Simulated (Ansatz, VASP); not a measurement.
# Two plane-wave programs on Al3As

```xyz
4
Lattice="4.1282 0.0000 0.0000 0.0000 4.1282 0.0000 0.0000 0.0000 4.1282" Properties=species:S:1:pos:R:3 pbc="T T T"
Al    2.0641    2.0641    0.0000
Al    2.0641    0.0000    2.0641
Al    0.0000    2.0641    2.0641
As    0.0000    0.0000    0.0000
```

Change from the starting cell: species swapped into the MnCo3 type (Pm-3m, No. 221).

Alike in both runs: functional PBE; k mesh 12 × 12 × 12; occupations gaussian, width 0.1 eV; no spin polarisation.

Ansatz relaxed the structure, and its values are those at the end. VASP's run is a single point on that final structure, the one shown.

|  | VASP | Ansatz |
| --- | --- | --- |
| version | VASP 6.6.1 | Ansatz 0.2.0 |
| potentials or method | VASP PAW PBE potentials, release 64 (Al, As), cutoff 520 eV | scalar-relativistic, plane waves, PAW |
| valence electrons in the cell | 14 | 24 |

```csv
,VASP,Ansatz,Ansatz less VASP
gap on the k mesh at the Fermi level (eV),none,none,-
pressure (GPa),0.0,0.0,-0.04
```

A gap of «none» marks a metal or a gap that the smearing closes. With one functional, cell and mesh, what is left measures potentials, basis and numerics. VASP's potentials hold 14 valence electrons a cell and Ansatz's 24, so a difference there can come from the potentials and not from the codes.
